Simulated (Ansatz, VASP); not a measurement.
**One calculation of MnO, two programs**

```
CELL_PARAMETERS angstrom
0.00000 2.22200 2.22200
4.44400 2.22200 2.22200
4.44400 4.44400 0.00000
ATOMIC_POSITIONS crystal
Mn 0.00000 0.00000 0.00000
Mn 0.00000 0.00000 0.50000
O 0.50000 0.50000 0.00000
O 0.50000 0.50000 0.50000
```

Alike in both runs: task single point; functional PBEsol; k mesh 7 × 7 × 7; occupations gaussian, width 0.05 eV; collinear spin; Hubbard terms Mn d U = 8.0 eV.

|  | VASP | Ansatz |
| --- | --- | --- |
| version | VASP 6.6.1 | Ansatz 0.2.0 |
| potentials or method | VASP PAW PBE potentials, release 64 (Mn_pv, O), cutoff 600 eV | scalar-relativistic, plane waves, PAW |
| valence electrons in the cell | 38 | 42 |

VASP gave:

```
gap on the k mesh at the Fermi level (eV)                     : 0.93
least direct gap on the mesh (eV)                             : 2.62
pressure (GPa)                                                : 3.3
net moment per atom (μB)                                      : 2.50
size of the moment on the site where the two differ most (μB) : 4.72
```

Estimate Ansatz's values.

gap on the k mesh at the Fermi level (eV): 0.63; least direct gap on the mesh (eV): 2.42; pressure (GPa): 7.8; net moment per atom (μB): 2.50; size of the moment on the site where the two differ most (μB): 4.33.

VASP's potentials were made for PBE, not for PBEsol. Site moments also hang on the region over which each program counts them. The programs project onto different local orbitals, so the same U acts differently, and such runs can settle in different states. VASP's potentials hold 38 valence electrons a cell and Ansatz's 42, so a difference there can come from the potentials and not from the codes. Ansatz's warnings: stress scf threshold loose.
